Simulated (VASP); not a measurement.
# Sn32Te31 (a cell with a defect) in VASP: single point with PBEsol

Aim: the single point of Sn32Te31 (a cell with a defect) with PBEsol.

Program: VASP 6.6.1. These are calculated values, not measurements. Logs are shortened: lines on timing, memory, paths and dates and some standing lists are left out, and cuts for length are marked.

## Step 1: The cell of the first run

The cell holds a defect, 63 atoms: a = 12.569 Å, b = 12.569 Å, c = 12.569 Å, α = 90.00°, β = 90.00°, γ = 90.00°.

## Step 2: Single point, PBEsol

Input file INCAR:

```
SYSTEM = Sn32Te31
  PREC = Accurate
  ENCUT = 400
  EDIFF = 1E-6
  ISMEAR = -1
  SIGMA = 0.05
  LREAL = Auto
  LASPH = .True.
  NELM = 120
  ALGO = Normal
  ISIF = 2
  LWAVE = .False.
  LCHARG = .False.
  GGA = PS
  NBANDS = 354
  NELECT = 632.0
  ISYM = -1
  GGA_COMPAT = .False.
```

Input file KPOINTS:

```
explicit points
1
Reciprocal
  0.25000000   0.25000000   0.25000000 1
```

Input file POSCAR:

```
Sn32Te31
1.0
   12.5689980000      0.0000000000      0.0000000000
    0.0000000000     12.5689980000      0.0000000000
    0.0000000000      0.0000000000     12.5689980000
Te Sn
31 32
Direct
    0.2531200000      0.0050280000      0.0046320000
    0.2534440000      0.9931520000      0.5037620000
    0.2533920000      0.5041430000      0.9928110000
    0.7542260000      0.0049370000      0.0045620000
    0.7543270000      0.0050260000      0.5034570000
    0.7542950000      0.5038590000      0.0046410000
    0.7424080000      0.5041600000      0.5037430000
    0.0022750000      0.2529770000      0.0025300000
    0.0020060000      0.2527420000      0.4996790000
    0.0050270000      0.7526370000      0.0046560000
    0.0068080000      0.7504300000      0.5033190000
    0.5019520000      0.2557250000      0.0046880000
    0.4997040000      0.2574590000      0.5033690000
    0.5053950000      0.7560980000      0.0074500000
    0.5061870000      0.7568750000      0.5074370000
    0.0022690000      0.0028850000      0.2525990000
    0.0050080000      0.0050570000      0.7522940000
    0.0019420000      0.5000350000      0.2523040000
    0.0067440000      0.5037320000      0.7500060000
    0.5019470000      0.0050320000      0.2553560000
    0.5053610000      0.0078140000      0.7557220000
    0.4996360000      0.5037110000      0.2570830000
    0.5061450000      0.5078330000      0.7564740000
    0.2493410000      0.2526500000      0.2522940000
    0.2530230000      0.2574800000      0.7499870000
    0.2530190000      0.7503790000      0.2571180000
    0.2571290000      0.7568600000      0.7565250000
    0.7522120000      0.2529440000      0.2525690000
    0.7543340000      0.2557300000      0.7522460000
    0.7543470000      0.7526300000      0.2553290000
    0.7571210000      0.7561080000      0.7556970000
    0.9964270000      0.9950220000      0.9946530000
    0.9969570000      0.9922830000      0.4955860000
    0.9968660000      0.4959650000      0.9918790000
    0.9823530000      0.4938600000      0.4934420000
    0.4971970000      0.9988420000      0.9985180000
    0.5002130000      0.0008030000      0.4982100000
    0.5001500000      0.4985670000      0.0005000000
    0.4894720000      0.5040670000      0.5038240000
    0.2452910000      0.2475700000      0.9918940000
    0.2431620000      0.2330750000      0.4934560000
    0.2478600000      0.7508720000      0.0004670000
    0.2533860000      0.7402030000      0.5037250000
    0.7443400000      0.2470900000      0.9946610000
    0.7416170000      0.2476210000      0.4955490000
    0.7481270000      0.7478750000      0.9984710000
    0.7501110000      0.7509190000      0.4981990000
    0.2453080000      0.9922140000      0.2472380000
    0.2478670000      0.0007910000      0.7504850000
    0.2430870000      0.4937640000      0.2327720000
    0.2534590000      0.5040390000      0.7399550000
    0.7443190000      0.9949980000      0.2467480000
    0.7481530000      0.9988620000      0.7475640000
    0.7415110000      0.4958970000      0.2472360000
    0.7501380000      0.4985920000      0.7505080000
    0.9934940000      0.2441280000      0.2437960000
    0.9963180000      0.2469860000      0.7447250000
    0.9962950000      0.7450390000      0.2466170000
    0.9988650000      0.7481550000      0.7477190000
    0.4944070000      0.2469680000      0.2466630000
    0.4974660000      0.2495630000      0.7478200000
    0.4974420000      0.7481100000      0.2492130000
    0.5015570000      0.7522690000      0.7518730000
```

Potentials or basis: VASP PAW PBE potentials, release 64 (Te, Sn_d).

The run is started by

```
$ cat potpaw_PBE.64/Te/POTCAR potpaw_PBE.64/Sn_d/POTCAR > POTCAR
$ mpirun -np 1 vasp_std > vasp.out
```

OUTCAR:

```text
SYSTEM = Sn32Te31
   PREC = Accurate
   ENCUT = 400
   EDIFF = 1E-6
   ISMEAR = -1
   LREAL = Auto
   LASPH = .True.
   NELM = 120
   ISIF = 2
   GGA = PS
   NELECT = 632.0
   ISYM = -1

 ion  position               nearest neighbor table
   1  0.253  0.005  0.005-  40 3.05  48 3.06  36 3.07  49 3.20  42 3.20  32 3.23
   2  0.253  0.993  0.504-  41 3.02  49 3.10  37 3.10  43 3.18  33 3.23  48 3.23
   3  0.253  0.504  0.993-  50 3.02  42 3.10  38 3.10  51 3.18  34 3.23  40 3.23
   4  0.754  0.005  0.005-  44 3.05  52 3.05  32 3.05  53 3.23  36 3.23  46 3.23
   5  0.754  0.005  0.503-  45 3.05  33 3.06  53 3.07  47 3.19  37 3.20  52 3.23
   6  0.754  0.504  0.005-  34 3.05  54 3.06  46 3.07  55 3.20  38 3.20  44 3.23
[... 26 lines left out ...]
  33  0.997  0.992  0.496-  11 3.04   5 3.06  16 3.06   2 3.23  17 3.23   9 3.27
  34  0.997  0.496  0.992-  19 3.04   6 3.05   8 3.06   3 3.23  10 3.23  18 3.27
  35  0.982  0.494  0.493-   7 3.02   9 3.04  18 3.04  19 3.24  11 3.24
  36  0.497  0.999  0.999-  14 3.05  21 3.06   1 3.07  20 3.23  12 3.23   4 3.23
  37  0.500  0.001  0.498-  20 3.05  15 3.07   2 3.10   5 3.20  13 3.23  21 3.24
  38  0.500  0.499  0.001-  12 3.05  23 3.07   3 3.10   6 3.20  22 3.23  14 3.24
  39  0.489  0.504  0.504-  13 3.10  22 3.10   7 3.18  23 3.18  15 3.18
  40  0.245  0.248  0.992-  25 3.04   1 3.05   8 3.06   3 3.23  12 3.23  24 3.27
  41  0.243  0.233  0.493-   2 3.02  24 3.04   9 3.04  25 3.24  13 3.24
  42  0.248  0.751  0.000-  10 3.05  27 3.07   3 3.10   1 3.20  26 3.23  14 3.24
  43  0.253  0.740  0.504-  11 3.10  26 3.10   2 3.18  27 3.18  15 3.18
  44  0.744  0.247  0.995-   4 3.05  12 3.05  29 3.05   6 3.23  28 3.24   8 3.24
  45  0.742  0.248  0.496-  13 3.04   5 3.05  28 3.06   7 3.23  29 3.23   9 3.27
  46  0.748  0.748  0.998-  14 3.05  31 3.06   6 3.07  30 3.23  10 3.23   4 3.23
  47  0.750  0.751  0.498-  30 3.05  15 3.07   7 3.10   5 3.19  11 3.23  31 3.24
  48  0.245  0.992  0.247-  26 3.04   1 3.06  16 3.06   2 3.23  20 3.23  24 3.27
  49  0.248  0.001  0.750-  17 3.05  27 3.07   2 3.10   1 3.20  25 3.23  21 3.24
  50  0.243  0.494  0.233-   3 3.02  24 3.04  18 3.04  22 3.24  26 3.24
  51  0.253  0.504  0.740-  25 3.10  19 3.10   3 3.18  23 3.18  27 3.18
  52  0.744  0.995  0.247-   4 3.05  30 3.05  20 3.05   5 3.23  28 3.24  16 3.24
  53  0.748  0.999  0.748-  31 3.05  21 3.06   5 3.07  17 3.23  29 3.23   4 3.23
  54  0.742  0.496  0.247-  22 3.04   6 3.06  28 3.06   7 3.23  30 3.23  18 3.27
  55  0.750  0.499  0.751-  29 3.05  23 3.07   7 3.10   6 3.20  19 3.23  31 3.24
  56  0.993  0.244  0.244-  16 3.04   8 3.04  28 3.04  24 3.22   9 3.22  18 3.22
  57  0.996  0.247  0.745-  17 3.04  29 3.04   9 3.08  25 3.23  19 3.23   8 3.24
  58  0.996  0.745  0.247-  30 3.04  10 3.04  18 3.08  11 3.23  26 3.23  16 3.24
  59  0.999  0.748  0.748-  31 3.04  11 3.07  19 3.07  17 3.23  10 3.23  27 3.25
  60  0.494  0.247  0.247-  20 3.04  12 3.04  24 3.08  13 3.23  22 3.23  28 3.24
  61  0.497  0.250  0.748-  21 3.04  25 3.07  13 3.07  29 3.23  12 3.23  23 3.25
  62  0.497  0.748  0.249-  14 3.04  22 3.07  26 3.07  30 3.23  20 3.23  15 3.25
  63  0.502  0.752  0.752-  27 3.07  23 3.07  15 3.07  21 3.21  31 3.21  14 3.21

IMPORTANT INFORMATION: All symmetrisations will be switched off!
NOSYMM: (Re-)initialisation of all symmetry stuff for point group C_1.

----------------------------------------------------------------------------------------

                                     Primitive cell

  volume of cell :    1985.6467

  direct lattice vectors                    reciprocal lattice vectors
    12.568998000  0.000000000  0.000000000     0.079560837  0.000000000  0.000000000
     0.000000000 12.568998000  0.000000000     0.000000000  0.079560837  0.000000000
     0.000000000  0.000000000 12.568998000     0.000000000  0.000000000  0.079560837

  length of vectors
    12.568998000 12.568998000 12.568998000     0.079560837  0.079560837  0.079560837

  position of ions in fractional coordinates (direct lattice)
     0.253120000  0.005028000  0.004632000
     0.253444000  0.993152000  0.503762000
     0.253392000  0.504143000  0.992811000
     0.754226000  0.004937000  0.004562000
     0.754327000  0.005026000  0.503457000
     0.754295000  0.503859000  0.004641000
[... 55 lines left out ...]
     0.497442000  0.748110000  0.249213000
     0.501557000  0.752269000  0.751873000

  ion indices of the primitive-cell ions
   primitive index   ion index
                 1           1
                 2           2
                 3           3
                 4           4
                 5           5
                 6           6
[... 55 lines left out ...]
                62          62
                63          63

----------------------------------------------------------------------------------------

 KPOINTS: explicit points

Read explicit list of k-points.

 Found      1 k-points:

 Following reciprocal coordinates:
            Coordinates               Weight
  0.250000  0.250000  0.250000      1.000000
   k-points           NKPTS =      1   k-points in BZ     NKDIM =      1   number of bands    NBANDS=    354
   number of dos      NEDOS =    301   number of ions     NIONS =     63
   total plane-waves  NPLWV = 592704
   dimension x,y,z NGX =    84 NGY =   84 NGZ =   84
   dimension x,y,z NGXF=   168 NGYF=  168 NGZF=  168
   ions per type =              31  32
   NGX,Y,Z   is equivalent  to a cutoff of  11.11, 11.11, 11.11 a.u.
   NGXF,Y,Z  is equivalent  to a cutoff of  22.22, 22.22, 22.22 a.u.
 SYSTEM =  Sn32Te31
   PREC   = accura    normal or accurate (medium, high low for compatibility)
   ISTART =      0    job   : 0-new  1-cont  2-samecut
   ICHARG =      2    charge: 1-file 2-atom 10-const
   ISPIN  =      1    spin polarized calculation?
   LNONCOLLINEAR =      F non collinear calculations
   LSORBIT =      F    spin-orbit coupling
   LASPH  =      T    aspherical Exc in radial PAW
   ENCUT  =  400.0 eV  29.40 Ry    5.42 a.u.  20.50 20.50 20.50*2*pi/ulx,y,z
   NELM   =    120;   NELMIN=  2; NELMDL= -5     # of ELM steps
   EDIFF  = 0.1E-05   stopping-criterion for ELM
   LREAL  =      T    real-space projection
   EDIFFG = 0.1E-04   stopping-criterion for IOM
   NSW    =      0    number of steps for IOM
   IBRION =     -1    ionic relax: 0-MD 1-quasi-New 2-CG
   NFREE  =      0    steps in history (QN), initial steepest desc. (CG)
   ISIF   =      2    stress and relaxation
   ISYM   =     -1    0-nonsym 1-usesym 2-fastsym
   POTIM  = 0.5000    time-step for ionic-motion
   TEBEG  =    0.0;   TEEND  =   0.0 temperature during run
   PSTRESS=    0.0 pullay stress
   NELECT =     632.0000    total number of electrons
   NUPDOWN=      -1.0000    fix difference up-down
   EMIN   =  10.00;   EMAX   =-10.00  energy-range for DOS
   EFERMI =   0.00;   METHOD = LEGACY
   ISMEAR =    -1;   SIGMA  =   0.05  broadening in eV -4-tet -1-fermi 0-gaus
   EFERMI_NEDOS =   21; number of points for ismear=-14 and -15
   IALGO  =     38    algorithm
   IMIX   =      4    mixing-type and parameters
     AMIX     =   0.40;   BMIX     =  1.00
     AMIX_MAG =   1.60;   BMIX_MAG =  1.00
  volume/ion in A,a.u.               =      31.52       212.70
  Fermi-wavevector in a.u.,A,eV,Ry     =   1.117755  2.112250 16.998789  1.249376
  Thomas-Fermi vector in A             =   2.254380
   LORBIT       =      0    0 simple, 1 ext, 2 COOP (PROOUT), +10 PAW based schemes
   GGA     = PS    functional components
   LHFCALC =     F    Hartree Fock is set to
   AEXX    =    0.0000 exact exchange contribution
   IVDW    =     0    specifies the selected vdW correction
   LEPSILON=     F    determine dielectric tensor
   LRPA    =     F    only Hartree local field effects (RPA)
 non-spin polarized calculation
  energy-cutoff  :      400.00
  volume of cell :     1985.65
 maximum number of plane-waves:     36036
 NGX is ok and might be reduce to    84
   NGX = 41   NGY = 41   NGZ = 41

 number of electron     632.0000007 magnetization

 Free energy of the ion-electron system (eV)
  ---------------------------------------------------
  ext. energy  EPLUGINS =         0.00000000
  ---------------------------------------------------
  free energy    TOTEN  =      -274.46339526 eV

  energy without entropy =     -274.36204306  energy(sigma->0) =     -274.41271916

 E-fermi :   6.5296     XC(G=0):  -9.5798

 val. band max:        6.4061586323   @ k =   0.2500   0.2500   0.2500
 cond. band min:       6.6124921573   @ k =   0.2500   0.2500   0.2500
 fundamental gap:      0.2063335250
 Fermi energy:         6.5295668942

 k-point     1 :       0.2500    0.2500    0.2500
  band No.  band energies     occupation
      1     -15.1399      2.00000
      2     -15.1364      2.00000
      3     -15.1361      2.00000
      4     -15.1354      2.00000
      5     -15.1352      2.00000
      6     -15.1268      2.00000
[... 320 lines left out ...]
    327       7.5458      0.00000
    328       7.5460      0.00000
 [bands above 328 left out]

------------------------ aborting loop because EDIFF is reached ----------------------------------------

  FORCE on cell =-STRESS in cart. coord.  units (eV):
  Direction    XX          YY          ZZ          XY          YZ          ZX
  --------------------------------------------------------------------------------------
  -------------------------------------------------------------------------------------
  Total      -20.8659761    -20.8103928    -20.8429926      2.1252057      2.1212522      2.1019541
  in kB      -16.8363256    -16.7914766    -16.8177807      1.7147846      1.7115946      1.6960234
  external PRESSURE =     -16.8151943 kB  Pullay stress =       0.0000000 kB

 VOLUME and BASIS-vectors are now :
 -----------------------------------------------------------------------------
  energy-cutoff  :      400.00
  volume of cell :     1985.65
      direct lattice vectors                 reciprocal lattice vectors
    12.568998000  0.000000000  0.000000000     0.079560837  0.000000000  0.000000000
     0.000000000 12.568998000  0.000000000     0.000000000  0.079560837  0.000000000
     0.000000000  0.000000000 12.568998000     0.000000000  0.000000000  0.079560837

 POSITION                                       TOTAL-FORCE (eV/Angst)
 -----------------------------------------------------------------------------------
      3.18146      0.06320      0.05822         0.002229     -0.004783     -0.001179
      3.18554     12.48293      6.33178         0.000945      0.008909      0.000632
      3.18488      6.33657     12.47864         0.000601      0.002576      0.012812
      9.47987      0.06205      0.05734        -0.005976     -0.006665     -0.005407
      9.48113      0.06317      6.32795        -0.001174     -0.001126      0.001815
      9.48073      6.33300      0.05833        -0.003556      0.002809      0.001510
[... 55 lines left out ...]
      6.25235      9.40299      3.13236        -0.005479     -0.006707      0.006685
      6.30407      9.45527      9.45029        -0.006564     -0.006825     -0.006328
 -----------------------------------------------------------------------------------
    total drift:                               -0.004942      0.027707      0.012830

  FREE ENERGIE OF THE ION-ELECTRON SYSTEM (eV)
  ---------------------------------------------------
  free  energy   TOTEN  =      -274.4633952594 eV

  energy  without entropy=     -274.3620430611  energy(sigma->0) =     -274.41271916
```

Wall time 19 min (1 thread of Intel Xeon Platinum 8259CL at 2.50GHz (Skylake/Cascade Lake), shared host); peak memory 1.2 GiB.

What came out:

| Quantity | Value |
| --- | --- |
| Free energy | -274.4634 eV |
| Largest force | 0.078 eV/Å |

Forces in eV/Å, atoms in the order of the input:
```
Te   0.002 -0.005 -0.001
Te   0.001  0.009  0.001
Te   0.001  0.003  0.013
Te  -0.006 -0.007 -0.005
Te  -0.001 -0.001  0.002
Te  -0.004  0.003  0.002
Te   0.011  0.002  0.000
Te   0.009  0.012 -0.021
Te  -0.024 -0.020  0.023
Te   0.004 -0.006 -0.005
Te  -0.007 -0.005  0.012
Te  -0.006  0.000 -0.009
Te  -0.012 -0.006  0.014
Te  -0.008 -0.014 -0.006
Te   0.001 -0.004 -0.016
Te   0.009 -0.019  0.008
Te   0.003 -0.006 -0.005
Te  -0.022  0.022 -0.020
Te  -0.007  0.012 -0.008
Te  -0.004 -0.009  0.001
Te  -0.006 -0.007 -0.011
Te  -0.008  0.012 -0.005
Te   0.002 -0.015 -0.001
Te   0.024 -0.019 -0.023
Te   0.011 -0.006 -0.007
Te   0.011 -0.004 -0.006
Te  -0.018 -0.001 -0.003
Te  -0.023  0.012  0.009
Te  -0.008  0.002 -0.007
Te  -0.007 -0.007  0.003
Te  -0.015 -0.016 -0.008
Sn   0.004  0.009  0.010
Sn  -0.005  0.017 -0.006
Sn  -0.003 -0.007  0.017
Sn   0.075  0.010  0.011
Sn   0.001  0.003  0.002
Sn  -0.006 -0.003  0.007
Sn  -0.006  0.005 -0.004
Sn  -0.059  0.012  0.010
Sn  -0.007 -0.003  0.017
Sn   0.011  0.076  0.011
Sn   0.006 -0.006 -0.004
Sn   0.013 -0.059  0.012
Sn   0.010  0.005  0.008
Sn   0.017 -0.005 -0.005
Sn   0.004  0.001  0.003
Sn  -0.003 -0.007  0.005
Sn  -0.008  0.017 -0.005
Sn   0.006 -0.004 -0.005
Sn   0.011  0.012  0.075
Sn   0.010  0.013 -0.060
Sn   0.011  0.009  0.005
Sn   0.003  0.003 -0.001
Sn   0.018 -0.006 -0.005
Sn  -0.003  0.004 -0.006
Sn   0.005  0.006  0.006
Sn   0.004  0.004 -0.007
Sn   0.004 -0.006  0.002
Sn   0.008 -0.007 -0.005
Sn  -0.007  0.004  0.004
Sn  -0.006  0.007 -0.007
Sn  -0.005 -0.007  0.007
Sn  -0.007 -0.007 -0.006
```

Levels at points of the mesh, in eV from the Fermi level:
```csv
k point,band 312,band 313,band 314,band 315,band 316,band 317,band 318,band 319,band 320,band 321
"(0.25, 0.25, 0.25)",-0.66,-0.54,-0.28,-0.12,-0.12,0.08,0.68,0.73,0.73,0.77
```

Caveat: the cell carries a net charge on a neutralising background, which shifts energy and pressure; the cell is charged against a uniform background, so pressure and absolute levels hang on convention; the PAW data sets were made with another functional, which shifts forces and pressure a little; spin-orbit coupling is left out, which moves the levels of the heavy elements.
